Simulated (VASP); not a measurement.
# SnSe in VASP: further runs, part 2 of 2

VASP 6.6.1. The steps go on from the part before.

## Step 5: Single point, r2SCAN (atom 3 (Se) moved -0.180 Å towards its neighbour atom 2 (Sn) at 3.033 Å)

Input file POSCAR:

```
SnSe
1.0
    4.2853274191      0.0000000000      0.0000000000
    0.0000000000      4.2853274191      0.0000000000
    0.0000000000      0.0000000000     10.9906921300
Sn Se
2 2
Direct
    0.5000000000      0.0000000000      0.3722291100
    0.0000000000      0.5000000000      0.6277708900
    0.5296743146      0.0296743146      0.6153432475
    0.0000000000      0.5000000000      0.3839605100
```

Input file INCAR.step1:

```
PREC = Accurate
ENCUT = 520
ISMEAR = 0
SIGMA = 0.05
LREAL = F
LASPH = T
NELM = 100
NBANDS = 28
GGA = PE
ALGO = Normal
EDIFF = 1E-4
LWAVE = T
LCHARG = F
```

Input file INCAR.step2:

```
PREC = Accurate
ENCUT = 520
EDIFF = 1E-7
ISMEAR = 0
SIGMA = 0.05
LREAL = F
LASPH = T
NELM = 100
ALGO = Normal
ISIF = 2
LWAVE = F
LCHARG = F
METAGGA = R2SCAN
LMIXTAU = T
NBANDS = 28
ISTART = 1
```

Input file KPOINTS:

```
Automatic mesh
0
Gamma
  6 6 4
```

Potentials or basis: VASP PAW PBE potentials, release 64 (Sn_d, Se).

On the command line:

```console
$ cat potpaw_PBE.64/Sn_d/POTCAR potpaw_PBE.64/Se/POTCAR > POTCAR
$ cp INCAR.step1 INCAR
$ mpirun -np 1 vasp_std > vasp.out
$ cp INCAR.step2 INCAR
$ mpirun -np 1 vasp_std > vasp.out
```

OUTCAR:

```text
PREC = Accurate
   ENCUT = 520
   EDIFF = 1E-7
   ISMEAR = 0
   LREAL = F
   LASPH = T
   NELM = 100
   ISIF = 2
   METAGGA = R2SCAN
   ISTART = 1

 ion  position               nearest neighbor table
   1  0.500  0.000  0.372-   3 2.68   4 3.03   4 3.03   4 3.03   4 3.03
   2  0.000  0.500  0.628-   4 2.68   3 2.85   3 3.04   3 3.04   3 3.21
   3  0.530  0.030  0.615-   1 2.68   2 2.85   2 3.04   2 3.04   2 3.21
   4  0.000  0.500  0.384-   2 2.68   1 3.03   1 3.03   1 3.03   1 3.03

  LATTYP: Found a simple tetragonal cell.
 ALAT       =     4.2853274191
 C/A-ratio  =     2.5647263453

  Lattice vectors:

 A1 = (   4.2853274191,   0.0000000000,   0.0000000000)
 A2 = (   0.0000000000,   4.2853274191,   0.0000000000)
 A3 = (   0.0000000000,   0.0000000000,  10.9906921300)

Analysis of symmetry for initial positions (statically):
=====================================================================
 Subroutine PRICEL returns:
 Original cell was already a primitive cell.

[... 168 lines left out ...]
  ---------------------------------------------------
  ext. energy  EPLUGINS =         0.00000000
  ---------------------------------------------------
  free energy    TOTEN  =       -79.55254169 eV

  energy without entropy =      -79.55254169  energy(sigma->0) =      -79.55254169

 E-fermi :   0.7339     XC(G=0):  -6.2048

 val. band max:        0.4358016494   @ k =   0.3333   0.0000   0.5000
 cond. band min:       2.2088267188   @ k =   0.5000   0.0000   0.0000
 fundamental gap:      1.7730250694
 Fermi energy:         0.7339384196

 k-point     1 :       0.0000    0.0000    0.0000
  band No.  band energies     occupation
      1     -21.3205      2.00000
      2     -21.3155      2.00000
      3     -21.2987      2.00000
      4     -21.2965      2.00000
      5     -21.2924      2.00000
      6     -21.2562      2.00000
[... 733 lines left out ...]
     27       6.2983      0.00000
     28       6.9039      0.00000

 [... further k-points ...]
[... 5 lines left out ...]
  --------------------------------------------------------------------------------------
  -------------------------------------------------------------------------------------
  Total        0.2498461      0.2498461      0.2231390      0.1974502     -0.4281777     -0.4281841
  in kB        1.9833074      1.9833074      1.7713038      1.5673828     -3.3989253     -3.3989758
  external PRESSURE =       1.9126395 kB  Pullay stress =       0.0000000 kB

 VOLUME and BASIS-vectors are now :
 -----------------------------------------------------------------------------
  energy-cutoff  :      520.00
  volume of cell :      201.83
      direct lattice vectors                 reciprocal lattice vectors
     4.285327419  0.000000000  0.000000000     0.233354398  0.000000000  0.000000000
     0.000000000  4.285327419  0.000000000     0.000000000  0.233354398  0.000000000
     0.000000000  0.000000000 10.990692130     0.000000000  0.000000000  0.090986081

 POSITION                                       TOTAL-FORCE (eV/Angst)
 -----------------------------------------------------------------------------------
      2.14266      0.00000      4.09106        -0.032834     -0.032834     -0.070311
      0.00000      2.14266      6.89964         0.004498      0.004498      0.033715
      2.26983      0.12716      6.76305        -0.174557     -0.174557      0.064394
      0.00000      2.14266      4.21999         0.202892      0.202892     -0.027798
 -----------------------------------------------------------------------------------
    total drift:                                0.000289      0.000289      0.000022

  FREE ENERGIE OF THE ION-ELECTRON SYSTEM (eV)
  ---------------------------------------------------
  free  energy   TOTEN  =       -79.5525416950 eV

  energy  without entropy=      -79.5525416950  energy(sigma->0) =      -79.55254169
```

OSZICAR.step1:

```text
N       E                     dE             d eps       ncg     rms          rms(c)
DAV:   1     0.342347547037E+03    0.34235E+03   -0.18699E+04  2756   0.146E+03
DAV:   2     0.306195697038E+02   -0.31173E+03   -0.30331E+03  2808   0.362E+02
DAV:   3    -0.144985044478E+02   -0.45118E+02   -0.44237E+02  3324   0.144E+02
DAV:   4    -0.166765842360E+02   -0.21781E+01   -0.21682E+01  3072   0.335E+01
DAV:   5    -0.167380505094E+02   -0.61466E-01   -0.61451E-01  3568   0.597E+00    0.459E+00
DAV:   6    -0.162590681007E+02    0.47898E+00   -0.10622E+00  3608   0.528E+00    0.285E+00
DAV:   7    -0.162362309689E+02    0.22837E-01   -0.32013E-01  3280   0.227E+00    0.123E+00
DAV:   8    -0.162257656094E+02    0.10465E-01   -0.34324E-02  3080   0.123E+00    0.252E-01
DAV:   9    -0.162217739133E+02    0.39917E-02   -0.62312E-03  3152   0.478E-01    0.125E-01
DAV:  10    -0.162202292093E+02    0.15447E-02   -0.28104E-03  2484   0.204E-01    0.477E-02
DAV:  11    -0.162208185808E+02   -0.58937E-03   -0.14260E-03  2364   0.155E-01    0.598E-02
DAV:  12    -0.162219935278E+02   -0.11749E-02   -0.44754E-04  2240   0.112E-01    0.147E-02
DAV:  13    -0.162221258640E+02   -0.13234E-03   -0.67945E-05  2116   0.594E-02    0.121E-02
DAV:  14    -0.162221308194E+02   -0.49553E-05   -0.16709E-05  2036   0.368E-02
   1 F= -.16222131E+02 E0= -.16222131E+02  d E =-.542770E-15
```

Run time: 28 min. Hardware: 1 thread of Oxide Virtual Turin-like, shared host; peak memory 0.43 GiB.

Results:

```
Free energy            : -79.5525 eV
Largest force          : 0.288 eV/Å
Band gap on the k mesh : 1.77 eV, indirect (least direct gap 1.78 eV)
```

Forces on the atoms (eV/Å):
```
Sn  -0.033 -0.033 -0.070
Sn   0.004  0.004  0.034
Se  -0.175 -0.175  0.064
Se   0.203  0.203 -0.028
```

Levels at points of the mesh, in eV from the valence-band top:
```csv
k point,band 16,band 17,band 18,band 19,band 20,band 21,band 22,band 23,band 24,band 25
"(0.00, 0.00, 0.00)",-3.18,-3.14,-1.80,-1.79,-0.27,1.93,4.01,4.20,4.82,4.87
"(0.50, 0.00, 0.00)",-2.27,-1.78,-1.53,-0.14,-0.09,1.77,1.84,2.29,2.61,3.42
"(0.50, 0.50, 0.00)",-4.82,-3.30,-3.27,-1.76,-1.73,3.94,4.04,5.19,5.27,5.37
"(0.00, 0.00, 0.50)",-3.18,-3.14,-1.80,-1.79,-0.26,1.79,4.01,4.81,4.87,5.12
"(0.50, 0.00, 0.50)",-2.27,-1.78,-1.53,-0.14,-0.09,1.77,1.84,2.30,2.61,3.35
"(0.50, 0.50, 0.50)",-4.82,-3.30,-3.27,-1.76,-1.73,3.91,4.01,5.25,5.33,5.34
```

Caveat: the cell differs from its parent crystal (atom 3 (Se) moved -0.180 Å towards its neighbour atom 2 (Sn) at 3.033 Å); the PAW data sets were made with another functional, which shifts forces and pressure a little; spin-orbit coupling is left out, which moves the levels of the heavy elements.
